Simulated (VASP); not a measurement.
# TiO2 in VASP: a series of runs, part 2 of 2

VASP 6.6.1. Earlier steps stand in the parts before.

**3. Single point, r2SCAN (strain +0.0150 x Voigt [1, 0, 0, 0, 0, 0])**

POSCAR

```
TiO2
1.0
    2.7112274408     -2.6712510909     -0.0201684190
    2.7112274408      2.6712510909     -0.0201684190
   -2.6748714936      0.0000000000      4.8120473783
Ti O
2 4
Direct
    0.1249747467      0.8750252533      0.2500000000
    0.8750252533      0.1249747467      0.7500000000
    0.3322819419      0.0822483592      0.6645446501
    0.6677180581      0.9177516408      0.3354553499
    0.9177516408      0.6677180581      0.8354553499
    0.0822483592      0.3322819419      0.1645446501
```

INCAR.step1

```
PREC = Accurate
ENCUT = 520
ISMEAR = 0
SIGMA = 0.05
LREAL = False
LASPH = True
NELM = 80
NBANDS = 33
GGA = PE
ALGO = Normal
EDIFF = 1E-4
LWAVE = True
LCHARG = False
```

INCAR.step2

```
PREC = Accurate
ENCUT = 520
EDIFF = 1E-6
ISMEAR = 0
SIGMA = 0.05
LREAL = False
LASPH = True
NELM = 80
ALGO = Normal
ISIF = 2
LWAVE = False
LCHARG = True
METAGGA = R2SCAN
LMIXTAU = True
LELF = True
LVHAR = True
NBANDS = 33
ISTART = 1
```

KPOINTS

```
Automatic mesh
0
Gamma
  6 6 6
```

Potentials or basis: VASP PAW PBE potentials, release 64 (Ti_sv, O).

Command:

```bash
$ cat potpaw_PBE.64/Ti_sv/POTCAR potpaw_PBE.64/O/POTCAR > POTCAR
$ cp INCAR.step1 INCAR
$ mpirun -np 1 vasp_std > vasp.out
$ cp INCAR.step2 INCAR
$ mpirun -np 1 vasp_std > vasp.out
```

OUTCAR:

```text
PREC = Accurate
   ENCUT = 520
   EDIFF = 1E-6
   ISMEAR = 0
   LREAL = False
   LASPH = True
   NELM = 80
   ISIF = 2
   METAGGA = R2SCAN
   ISTART = 1

 ion  position               nearest neighbor table
   1  0.125  0.875  0.250-   4 1.95   6 1.95   4 1.95   6 1.95   3 1.99   5 1.99
   2  0.875  0.125  0.750-   3 1.95   5 1.95   5 1.95   3 1.95   6 1.99   4 1.99
   3  0.332  0.082  0.665-   2 1.95   2 1.95   1 1.99
   4  0.668  0.918  0.335-   1 1.95   1 1.95   2 1.99
   5  0.918  0.668  0.835-   2 1.95   2 1.95   1 1.99
   6  0.082  0.332  0.165-   1 1.95   1 1.95   2 1.99

  LATTYP: Found a base centered monoclinic cell.
 ALAT       =     5.4226049094
 B/A-ratio  =     0.9852279985
 C/A-ratio  =     1.0152904208
 COS(beta)  =    -0.4923409933

  Lattice vectors:

 A1 = (   2.7112274408,  -2.6712510909,  -0.0201684190)
 A2 = (   2.7112274408,   2.6712510909,  -0.0201684190)
 A3 = (  -2.6748714936,   0.0000000000,   4.8120473783)

Analysis of symmetry for initial positions (statically):
=====================================================================
 Subroutine PRICEL returns:
 Original cell was already a primitive cell.

 Routine SETGRP: Setting up the symmetry group for a
 base centered monoclinic supercell.

 Subroutine GETGRP returns: Found  4 space group operations
 (whereof  2 operations were pure point group operations)
 out of a pool of  4 trial point group operations.

The static configuration has the point symmetry S_2 .
 The point group associated with its full space group is C_2h.

Analysis of symmetry for dynamics (positions and initial velocities):
=====================================================================
 Subroutine PRICEL returns:
 Original cell was already a primitive cell.

 Routine SETGRP: Setting up the symmetry group for a
 base centered monoclinic supercell.

 Subroutine GETGRP returns: Found  4 space group operations
 (whereof  2 operations were pure point group operations)
 out of a pool of  4 trial point group operations.

The dynamic configuration has the point symmetry S_2 .
 The point group associated with its full space group is C_2h.

 Subroutine INISYM returns: Found  4 space group operations
 (whereof  2 operations are pure point group operations),
 and found     1 'primitive' translations

----------------------------------------------------------------------------------------

                                     Primitive cell

  volume of cell :      69.4130

  direct lattice vectors                    reciprocal lattice vectors
     2.711227441 -2.671251091 -0.020168419     0.185184059 -0.187178211  0.102938213
     2.711227441  2.671251091 -0.020168419     0.185184059  0.187178211  0.102938213
    -2.674871494  0.000000000  4.812047378     0.001552300  0.000000000  0.208674629

  length of vectors
     3.806145477  3.806145477  5.505518820     0.282710265  0.282710265  0.208680403

  position of ions in fractional coordinates (direct lattice)
     0.124974747  0.875025253  0.250000000
     0.875025253  0.124974747  0.750000000
     0.332281942  0.082248359  0.664544650
     0.667718058  0.917751641  0.335455350
     0.917751641  0.667718058  0.835455350
     0.082248359  0.332281942  0.164544650

  ion indices of the primitive-cell ions
[... 36 lines left out ...]
  0.000000  0.000000  0.000000      1.000000
  0.166667  0.000000 -0.000000      4.000000
  0.333333 -0.000000  0.000000      4.000000
  0.500000  0.000000  0.000000      2.000000
  0.166667  0.166667  0.000000      2.000000
  0.333333  0.166667  0.000000      4.000000
[... 16 lines left out ...]
 -0.333333  0.166667  0.166667      4.000000
 -0.166667  0.166667  0.166667      4.000000
 [... further k-points ...]
   k-points           NKPTS =     68   k-points in BZ     NKDIM =     68   number of bands    NBANDS=     33
   number of dos      NEDOS =    301   number of ions     NIONS =      6
   total plane-waves  NPLWV =  32928
   dimension x,y,z NGX =    28 NGY =   28 NGZ =   42
   dimension x,y,z NGXF=    56 NGYF=   56 NGZF=   84
   ions per type =               2   4
   NGX,Y,Z   is equivalent  to a cutoff of  12.23, 12.23, 12.68 a.u.
   NGXF,Y,Z  is equivalent  to a cutoff of  24.46, 24.46, 25.36 a.u.
 SYSTEM =  unknown system
   PREC   = accura    normal or accurate (medium, high low for compatibility)
   ISTART =      1    job   : 0-new  1-cont  2-samecut
   ICHARG =      0    charge: 1-file 2-atom 10-const
   ISPIN  =      1    spin polarized calculation?
   LNONCOLLINEAR =      F non collinear calculations
   LSORBIT =      F    spin-orbit coupling
   LASPH  =      T    aspherical Exc in radial PAW
   ENCUT  =  520.0 eV  38.22 Ry    6.18 a.u.   7.08  7.08 10.24*2*pi/ulx,y,z
   NELM   =     80;   NELMIN=  2; NELMDL=  0     # of ELM steps
   EDIFF  = 0.1E-05   stopping-criterion for ELM
   LREAL  =      F    real-space projection
   EDIFFG = 0.1E-04   stopping-criterion for IOM
   NSW    =      0    number of steps for IOM
   IBRION =     -1    ionic relax: 0-MD 1-quasi-New 2-CG
   NFREE  =      0    steps in history (QN), initial steepest desc. (CG)
   ISIF   =      2    stress and relaxation
   ISYM   =      2    0-nonsym 1-usesym 2-fastsym
   POTIM  = 0.5000    time-step for ionic-motion
   TEBEG  =    0.0;   TEEND  =   0.0 temperature during run
   PSTRESS=    0.0 pullay stress
   NELECT =      48.0000    total number of electrons
   NUPDOWN=      -1.0000    fix difference up-down
   EMIN   =  10.00;   EMAX   =-10.00  energy-range for DOS
   EFERMI =   0.00;   METHOD = LEGACY
   ISMEAR =     0;   SIGMA  =   0.05  broadening in eV -4-tet -1-fermi 0-gaus
   EFERMI_NEDOS =   21; number of points for ismear=-14 and -15
   IALGO  =     38    algorithm
   IMIX   =      4    mixing-type and parameters
     AMIX     =   0.40;   BMIX     =  1.00
     AMIX_MAG =   1.60;   BMIX_MAG =  1.00
  volume/ion in A,a.u.               =      11.57        78.07
  Fermi-wavevector in a.u.,A,eV,Ry     =   1.447688  2.735733 28.515089  2.095800
  Thomas-Fermi vector in A             =   2.565614
   LORBIT       =      0    0 simple, 1 ext, 2 COOP (PROOUT), +10 PAW based schemes
   METAGGA = R2SCAN    functional components
   LHFCALC =     F    Hartree Fock is set to
   AEXX    =    0.0000 exact exchange contribution
   IVDW    =     0    specifies the selected vdW correction
   LEPSILON=     F    determine dielectric tensor
   LRPA    =     F    only Hartree local field effects (RPA)
 non-spin polarized calculation
 Gauss-broadening in eV      SIGMA  =   0.05
  energy-cutoff  :      520.00
  volume of cell :       69.41
 maximum number of plane-waves:      1898
   NGX = 15   NGY = 15   NGZ = 21

 number of electron      47.9999995 magnetization

 Free energy of the ion-electron system (eV)
  ---------------------------------------------------
  ext. energy  EPLUGINS =         0.00000000
  ---------------------------------------------------
  free energy    TOTEN  =       -69.85272946 eV

  energy without entropy =      -69.85272946  energy(sigma->0) =      -69.85272946

 E-fermi :   3.2280     XC(G=0): -11.3630

 val. band max:        2.8281010861   @ k =   0.5000   0.5000   0.0000
 cond. band min:       5.3791460133   @ k =   0.0000   0.0000   0.0000
 fundamental gap:      2.5510449272
 Fermi energy:         3.2280043364

 k-point     1 :       0.0000    0.0000    0.0000
  band No.  band energies     occupation
      1     -55.7735      2.00000
      2     -55.7172      2.00000
      3     -31.1728      2.00000
      4     -30.9340      2.00000
      5     -30.9327      2.00000
      6     -30.8683      2.00000
[... 853 lines left out ...]
     32       9.2747      0.00000
     33       9.3675      0.00000

 [... further k-points ...]

------------------------ aborting loop because EDIFF is reached ----------------------------------------

  FORCE on cell =-STRESS in cart. coord.  units (eV):
  Direction    XX          YY          ZZ          XY          YZ          ZX
  --------------------------------------------------------------------------------------
  -------------------------------------------------------------------------------------
  Total       -1.5107246     -0.6822120     -0.4704267      0.0000000      0.0000000     -0.0016925
  in kB      -34.8702346    -15.7466770    -10.8582917      0.0000000      0.0000000     -0.0390657
  external PRESSURE =     -20.4917344 kB  Pullay stress =       0.0000000 kB

 VOLUME and BASIS-vectors are now :
 -----------------------------------------------------------------------------
  energy-cutoff  :      520.00
  volume of cell :       69.41
      direct lattice vectors                 reciprocal lattice vectors
     2.711227441 -2.671251091 -0.020168419     0.185184059 -0.187178211  0.102938213
     2.711227441  2.671251091 -0.020168419     0.185184059  0.187178211  0.102938213
    -2.674871494  0.000000000  4.812047378     0.001552300  0.000000000  0.208674629

 POSITION                                       TOTAL-FORCE (eV/Angst)
 -----------------------------------------------------------------------------------
      2.04251      2.00357      1.18284         0.000000     -0.001711     -0.000000
      0.70507     -2.00357      3.58887         0.000000      0.001711      0.000000
     -0.65369     -0.66790      3.18946        -0.000889      0.001603      0.027806
      3.40127      0.66790      1.58225         0.000889     -0.001603     -0.027806
      2.06383     -0.66790      3.98827         0.000889      0.001603     -0.027806
      0.68375      0.66790      0.78344        -0.000889     -0.001603      0.027806
 -----------------------------------------------------------------------------------
    total drift:                                0.000000      0.000000      0.000000

  FREE ENERGIE OF THE ION-ELECTRON SYSTEM (eV)
  ---------------------------------------------------
  free  energy   TOTEN  =       -69.8527294606 eV

  energy  without entropy=      -69.8527294606  energy(sigma->0) =      -69.85272946
```

Run time: 4.6 min. Hardware: 1 thread of Intel Xeon 6975P-C (Granite Rapids), shared host; peak memory 0.26 GiB.

Results:

```
Free energy            : -69.8527 eV
Pressure               : -2.0 GPa
Largest force          : 0.028 eV/Å
Band gap on the k mesh : 2.55 eV (least direct gap 2.84 eV)
```

Forces in eV/Å, atoms in the order of the input:
```
Ti   0.000 -0.002  0.000
Ti   0.000  0.002  0.000
O   -0.001  0.002  0.028
O    0.001 -0.002 -0.028
O    0.001  0.002 -0.028
O   -0.001 -0.002  0.028
```

Stress tensor (GPa, compression positive):
```
-3.49  0.00  0.00
 0.00 -1.57  0.00
 0.00  0.00 -1.09
```

Levels at points of the mesh, in eV from the valence-band top:
| k point | band 21 | band 22 | band 23 | band 24 | band 25 | band 26 | band 27 | band 28 |
| --- | --- | --- | --- | --- | --- | --- | --- | --- |
| (0.00, 0.00, 0.00) | -0.75 | -0.72 | -0.47 | -0.36 | 2.55 | 3.27 | 4.39 | 4.41 |
| (0.50, 0.00, 0.00) | -1.87 | -0.89 | -0.83 | -0.62 | 3.64 | 3.93 | 3.96 | 4.03 |
| (0.50, 0.50, 0.00) | -2.00 | -1.99 | 0.00 | 0.00 | 3.74 | 3.74 | 4.17 | 4.17 |
| (0.00, 0.00, 0.50) | -1.23 | -1.23 | -0.08 | -0.08 | 2.90 | 2.90 | 4.18 | 4.18 |
| (0.50, 0.00, 0.50) | -1.87 | -0.89 | -0.83 | -0.62 | 3.64 | 3.93 | 3.96 | 4.03 |
| (0.50, 0.50, 0.50) | -1.99 | -1.99 | 0.00 | 0.00 | 3.71 | 3.71 | 4.18 | 4.18 |

Caveat: the cell differs from its parent crystal (strain +0.0150 x Voigt [1, 0, 0, 0, 0, 0]); the PAW data sets were made with another functional, which shifts forces and pressure a little. A k mesh can miss the band edges.
